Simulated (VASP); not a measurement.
# NiGe3 (Pm-3m) in VASP: single point with PBE

Aim: the single point of NiGe3 with PBE.

Everything below comes from runs of VASP 6.6.1. Logs are shortened: lines on timing, memory, paths and dates and some standing lists are left out, and cuts for length are marked.

### 1 The cell of the first run

The structure is cubic, space group Pm-3m (No. 221). The conventional cell has a = 4.114 Å, b = 4.114 Å, c = 4.114 Å, α = 90.00°, β = 90.00°, γ = 90.00°. Ge (site symmetry 4/mmm) has 8 Ge at 2.91 Å and 4 Ni at 2.91 Å within 3.8 Å. Within 3.8 Å of Ni (site symmetry m-3m) lie 12 Ge at 2.91 Å.

### 2 Single point, PBE, collinear spin, ferromagnetic start

INCAR

```
SYSTEM = NiGe3
  PREC = Accurate
  ENCUT = 520
  EDIFF = 1E-6
  ISMEAR = 0
  SIGMA = 0.1
  LREAL = .FALSE.
  LASPH = .TRUE.
  NELM = 150
  ALGO = Normal
  ISIF = 2
  LWAVE = .FALSE.
  LCHARG = .FALSE.
  ISPIN = 2
  MAGMOM = 0 0 0 2.5
  LORBIT = 11
  LMAXMIX = 4
  GGA = PE
  NBANDS = 38
```

KPOINTS

```
regular mesh
0
G
  10 10 10
  0 0 0
```

POSCAR

```
NiGe3
1.0
    4.1143136169      0.0000000000      0.0000000000
    0.0000000000      4.1143136169      0.0000000000
    0.0000000000      0.0000000000      4.1143136169
Ge Ni
3 1
Direct
    0.0000000000      0.5000000000      0.5000000000
    0.5000000000      0.0000000000      0.5000000000
    0.5000000000      0.5000000000      0.0000000000
    0.0000000000      0.0000000000      0.0000000000
```

Potentials or basis: VASP PAW PBE potentials, release 64 (Ge_d, Ni).

Run with:

```
cat potpaw_PBE.64/Ge_d/POTCAR potpaw_PBE.64/Ni/POTCAR > POTCAR
mpirun -np 1 vasp_std > vasp.out
```

OUTCAR:

```text
SYSTEM = NiGe3
   PREC = Accurate
   ENCUT = 520
   EDIFF = 1E-6
   ISMEAR = 0
   LREAL = .FALSE.
   LASPH = .TRUE.
   NELM = 150
   ISIF = 2
   ISPIN = 2
   LORBIT = 11
   GGA = PE

 ion  position               nearest neighbor table
   1  0.000  0.500  0.500-   2 2.91   3 2.91   4 2.91   3 2.91   4 2.91   2 2.91   4 2.91   4 2.91
                             2 2.91   3 2.91   3 2.91   2 2.91
   2  0.500  0.000  0.500-   1 2.91   3 2.91   4 2.91   3 2.91   4 2.91   1 2.91   3 2.91   3 2.91
                             1 2.91   4 2.91   4 2.91   1 2.91
   3  0.500  0.500  0.000-   1 2.91   2 2.91   4 2.91   1 2.91   2 2.91   2 2.91   4 2.91   2 2.91
                             1 2.91   4 2.91   1 2.91   4 2.91
   4  0.000  0.000  0.000-   1 2.91   2 2.91   3 2.91   1 2.91   2 2.91   1 2.91   3 2.91   1 2.91
                             2 2.91   3 2.91   2 2.91   3 2.91

  LATTYP: Found a simple cubic cell.
 ALAT       =     4.1143136169

  Lattice vectors:

 A1 = (   4.1143136169,   0.0000000000,   0.0000000000)
 A2 = (   0.0000000000,   4.1143136169,   0.0000000000)
 A3 = (   0.0000000000,   0.0000000000,   4.1143136169)

Analysis of symmetry for initial positions (statically):
=====================================================================
 Subroutine PRICEL returns:
 Original cell was already a primitive cell.

 Routine SETGRP: Setting up the symmetry group for a
 simple cubic supercell.

 Subroutine GETGRP returns: Found 48 space group operations
 (whereof 48 operations were pure point group operations)
 out of a pool of 48 trial point group operations.

The static configuration has the point symmetry O_h .

Analysis of symmetry for dynamics (positions and initial velocities):
=====================================================================
 Subroutine PRICEL returns:
 Original cell was already a primitive cell.

 Routine SETGRP: Setting up the symmetry group for a
 simple cubic supercell.

 Subroutine GETGRP returns: Found 48 space group operations
 (whereof 48 operations were pure point group operations)
 out of a pool of 48 trial point group operations.

The dynamic configuration has the point symmetry O_h .

Analysis of structural, dynamic, and magnetic symmetry:
=====================================================================
 Subroutine PRICEL returns:
 Original cell was already a primitive cell.

 Routine SETGRP: Setting up the symmetry group for a
 simple cubic supercell.

 Subroutine GETGRP returns: Found 48 space group operations
 (whereof 48 operations were pure point group operations)
 out of a pool of 48 trial point group operations.

The overall configuration has the point symmetry O_h .

 Subroutine INISYM returns: Found 48 space group operations
 (whereof 48 operations are pure point group operations),
 and found     1 'primitive' translations

----------------------------------------------------------------------------------------

                                     Primitive cell

  volume of cell :      69.6454

  direct lattice vectors                    reciprocal lattice vectors
     4.114313617  0.000000000  0.000000000     0.243053907  0.000000000  0.000000000
     0.000000000  4.114313617  0.000000000     0.000000000  0.243053907  0.000000000
     0.000000000  0.000000000  4.114313617     0.000000000  0.000000000  0.243053907

  length of vectors
     4.114313617  4.114313617  4.114313617     0.243053907  0.243053907  0.243053907

  position of ions in fractional coordinates (direct lattice)
     0.000000000  0.500000000  0.500000000
     0.500000000  0.000000000  0.500000000
     0.500000000  0.500000000  0.000000000
     0.000000000  0.000000000  0.000000000

  ion indices of the primitive-cell ions
   primitive index   ion index
                 1           1
                 2           2
                 3           3
                 4           4

----------------------------------------------------------------------------------------

 KPOINTS: regular mesh

Automatic generation of k-mesh.
 Grid dimensions read from file:
 generate k-points for:   10   10   10

 Generating k-lattice:

  Cartesian coordinates                     Fractional coordinates (reciprocal lattice)
     0.024305391  0.000000000  0.000000000     0.100000000  0.000000000  0.000000000
     0.000000000  0.024305391  0.000000000     0.000000000  0.100000000  0.000000000
     0.000000000  0.000000000  0.024305391     0.000000000  0.000000000  0.100000000

  Length of vectors
     0.024305391  0.024305391  0.024305391

  Shift w.r.t. Gamma in fractional coordinates (k-lattice)
     0.000000000  0.000000000  0.000000000

 Subroutine IBZKPT returns following result:
 ===========================================

 Found     56 irreducible k-points:

 Following reciprocal coordinates:
            Coordinates               Weight
  0.000000  0.000000  0.000000      1.000000
  0.100000  0.000000  0.000000      6.000000
  0.200000  0.000000  0.000000      6.000000
  0.300000  0.000000  0.000000      6.000000
  0.400000  0.000000  0.000000      6.000000
  0.500000  0.000000  0.000000      3.000000
[... 16 lines left out ...]
  0.200000  0.100000  0.100000     24.000000
  0.300000  0.100000  0.100000     24.000000
 [... further k-points ...]
   k-points           NKPTS =     56   k-points in BZ     NKDIM =     56   number of bands    NBANDS=     38
   number of dos      NEDOS =    301   number of ions     NIONS =      4
   total plane-waves  NPLWV =  32768
   dimension x,y,z NGX =    32 NGY =   32 NGZ =   32
   dimension x,y,z NGXF=    64 NGYF=   64 NGZF=   64
   ions per type =               3   1
   NGX,Y,Z   is equivalent  to a cutoff of  12.93, 12.93, 12.93 a.u.
   NGXF,Y,Z  is equivalent  to a cutoff of  25.86, 25.86, 25.86 a.u.
 SYSTEM =  NiGe3
   PREC   = accura    normal or accurate (medium, high low for compatibility)
   ISTART =      0    job   : 0-new  1-cont  2-samecut
   ICHARG =      2    charge: 1-file 2-atom 10-const
   ISPIN  =      2    spin polarized calculation?
   LNONCOLLINEAR =      F non collinear calculations
   LSORBIT =      F    spin-orbit coupling
   LASPH  =      T    aspherical Exc in radial PAW
   ENCUT  =  520.0 eV  38.22 Ry    6.18 a.u.   7.65  7.65  7.65*2*pi/ulx,y,z
   NELM   =    150;   NELMIN=  2; NELMDL= -5     # of ELM steps
   EDIFF  = 0.1E-05   stopping-criterion for ELM
   LREAL  =      F    real-space projection
   EDIFFG = 0.1E-04   stopping-criterion for IOM
   NSW    =      0    number of steps for IOM
   IBRION =     -1    ionic relax: 0-MD 1-quasi-New 2-CG
   NFREE  =      0    steps in history (QN), initial steepest desc. (CG)
   ISIF   =      2    stress and relaxation
   ISYM   =      2    0-nonsym 1-usesym 2-fastsym
   POTIM  = 0.5000    time-step for ionic-motion
   TEBEG  =    0.0;   TEEND  =   0.0 temperature during run
   PSTRESS=    0.0 pullay stress
   NELECT =      52.0000    total number of electrons
   NUPDOWN=      -1.0000    fix difference up-down
   EMIN   =  10.00;   EMAX   =-10.00  energy-range for DOS
   EFERMI =   0.00;   METHOD = LEGACY
   ISMEAR =     0;   SIGMA  =   0.10  broadening in eV -4-tet -1-fermi 0-gaus
   EFERMI_NEDOS =   21; number of points for ismear=-14 and -15
   IALGO  =     38    algorithm
   IMIX   =      4    mixing-type and parameters
     AMIX     =   0.40;   BMIX     =  1.00
     AMIX_MAG =   1.60;   BMIX_MAG =  1.00
  volume/ion in A,a.u.               =      17.41       117.50
  Fermi-wavevector in a.u.,A,eV,Ry     =   1.485178  2.806580 30.011107  2.205754
  Thomas-Fermi vector in A             =   2.598622
   LORBIT       =     11    0 simple, 1 ext, 2 COOP (PROOUT), +10 PAW based schemes
   GGA     = PE    functional components
   LHFCALC =     F    Hartree Fock is set to
   AEXX    =    0.0000 exact exchange contribution
   IVDW    =     0    specifies the selected vdW correction
   LEPSILON=     F    determine dielectric tensor
   LRPA    =     F    only Hartree local field effects (RPA)
 spin polarized calculation
 Gauss-broadening in eV      SIGMA  =   0.10
  energy-cutoff  :      520.00
  volume of cell :       69.65
 maximum number of plane-waves:      1924
 NGX is ok and might be reduce to    32
   NGX = 15   NGY = 15   NGZ = 15

 number of electron      52.0000023 magnetization       0.0024465

 number of electron      52.0000023 magnetization      -0.0007160

 Free energy of the ion-electron system (eV)
  ---------------------------------------------------
  ext. energy  EPLUGINS =         0.00000000
  ---------------------------------------------------
  free energy    TOTEN  =       -17.89751935 eV

  energy without entropy =      -17.88311560  energy(sigma->0) =      -17.89031747

 E-fermi :   6.8745     XC(G=0): -11.4606

 val. band max:        6.8656748671   @ k =   0.5000   0.1000   0.0000
 cond. band min:       6.8837647138   @ k =   0.4000   0.4000   0.0000
 fundamental gap:      0.0180898467
 Fermi energy:         6.8744528572

 spin component 1

 k-point     1 :       0.0000    0.0000    0.0000
  band No.  band energies     occupation
      1     -17.8975      1.00000
      2     -17.8975      1.00000
      3     -17.8975      1.00000
      4     -17.8921      1.00000
      5     -17.8185      1.00000
      6     -17.8185      1.00000
[... 30 lines left out ...]
     37      15.5071      0.00000
     38      15.5071      0.00000

 k-point     2 :       0.1000    0.0000    0.0000
  band No.  band energies     occupation
      1     -17.8970      1.00000
      2     -17.8934      1.00000
      3     -17.8934      1.00000
      4     -17.8893      1.00000
      5     -17.8182      1.00000
      6     -17.8161      1.00000
[... 30 lines left out ...]
     37      16.1292      0.00000
     38      16.1292      0.00000
[... 859 lines left out ...]
     37      16.9223      0.00000
     38      17.7484      0.00000

 k-point    24 :       0.3000    0.1000    0.1000
  band No.  band energies     occupation
      1     -17.8872      1.00000
      2     -17.8697      1.00000
      3     -17.8610      1.00000
      4     -17.8565      1.00000
      5     -17.8130      1.00000
      6     -17.7976      1.00000
[... 30 lines left out ...]
     37      17.7876      0.00000
     38      18.0288      0.00000

 [... further k-points ...]

 spin component 2

 k-point     1 :       0.0000    0.0000    0.0000
  band No.  band energies     occupation
      1     -17.8975      1.00000
      2     -17.8975      1.00000
      3     -17.8975      1.00000
      4     -17.8921      1.00000
      5     -17.8185      1.00000
      6     -17.8185      1.00000
[... 30 lines left out ...]
     37      15.5070      0.00000
     38      15.5070      0.00000

 k-point     2 :       0.1000    0.0000    0.0000
  band No.  band energies     occupation
      1     -17.8970      1.00000
      2     -17.8934      1.00000
      3     -17.8934      1.00000
      4     -17.8893      1.00000
      5     -17.8182      1.00000
      6     -17.8162      1.00000
[... 30 lines left out ...]
     37      16.1292      0.00000
     38      16.1292      0.00000
[... 859 lines left out ...]
     37      16.9222      0.00000
     38      17.7484      0.00000

 k-point    24 :       0.3000    0.1000    0.1000
  band No.  band energies     occupation
      1     -17.8872      1.00000
      2     -17.8697      1.00000
      3     -17.8610      1.00000
      4     -17.8565      1.00000
      5     -17.8130      1.00000
      6     -17.7976      1.00000
[... 30 lines left out ...]
     37      17.7875      0.00000
     38      18.0288      0.00000

 [... further k-points ...]

------------------------ aborting loop because EDIFF is reached ----------------------------------------

  FORCE on cell =-STRESS in cart. coord.  units (eV):
  Direction    XX          YY          ZZ          XY          YZ          ZX
  --------------------------------------------------------------------------------------
  -------------------------------------------------------------------------------------
  Total       -1.8382127     -1.8382127     -1.8382127      0.0000000     -0.0000000      0.0000000
  in kB      -42.2877093    -42.2877093    -42.2877093      0.0000000     -0.0000000      0.0000000
  external PRESSURE =     -42.2877093 kB  Pullay stress =       0.0000000 kB

 VOLUME and BASIS-vectors are now :
 -----------------------------------------------------------------------------
  energy-cutoff  :      520.00
  volume of cell :       69.65
      direct lattice vectors                 reciprocal lattice vectors
     4.114313617  0.000000000  0.000000000     0.243053907  0.000000000  0.000000000
     0.000000000  4.114313617  0.000000000     0.000000000  0.243053907  0.000000000
     0.000000000  0.000000000  4.114313617     0.000000000  0.000000000  0.243053907

 POSITION                                       TOTAL-FORCE (eV/Angst)
 -----------------------------------------------------------------------------------
      0.00000      2.05716      2.05716         0.000000      0.000000      0.000000
      2.05716      0.00000      2.05716         0.000000      0.000000      0.000000
      2.05716      2.05716      0.00000         0.000000      0.000000      0.000000
      0.00000      0.00000      0.00000         0.000000      0.000000      0.000000
 -----------------------------------------------------------------------------------
    total drift:                                0.000000     -0.000000     -0.000000

  FREE ENERGIE OF THE ION-ELECTRON SYSTEM (eV)
  ---------------------------------------------------
  free  energy   TOTEN  =       -17.8975193480 eV

  energy  without entropy=      -17.8831155972  energy(sigma->0) =      -17.89031747

 total charge

# of ion       s       p       d       tot
------------------------------------------
    1        1.256   0.908  10.027  12.191
    2        1.256   0.908  10.027  12.191
    3        1.256   0.908  10.027  12.191
    4        0.354   0.229   8.424   9.008
--------------------------------------------------
tot          4.122   2.953  38.506  45.582

 magnetization (x)

# of ion       s       p       d       tot
------------------------------------------
    1       -0.000  -0.000   0.000  -0.000
    2       -0.000  -0.000   0.000  -0.000
    3       -0.000  -0.000   0.000  -0.000
    4       -0.000  -0.000  -0.000  -0.000
--------------------------------------------------
tot         -0.000  -0.000  -0.000  -0.000
```

It took 7.8 min on 1 thread of AMD EPYC 7R43 (Zen 3), shared host; peak memory 0.32 GiB.

What came out:

| Item | Value |
| --- | --- |
| Free energy | -17.8975 eV |
| Pressure | -4.2 GPa |
| Band gap on the k mesh | zero (filled and empty bands overlap) |
| Net moment | 0.00 μB per cell |
| Valence electrons inside the program's atomic spheres | Ge 12.19; Ni 9.01 |

Caveat: the cell stands under tension; the moments typed at the start vanished in this run.
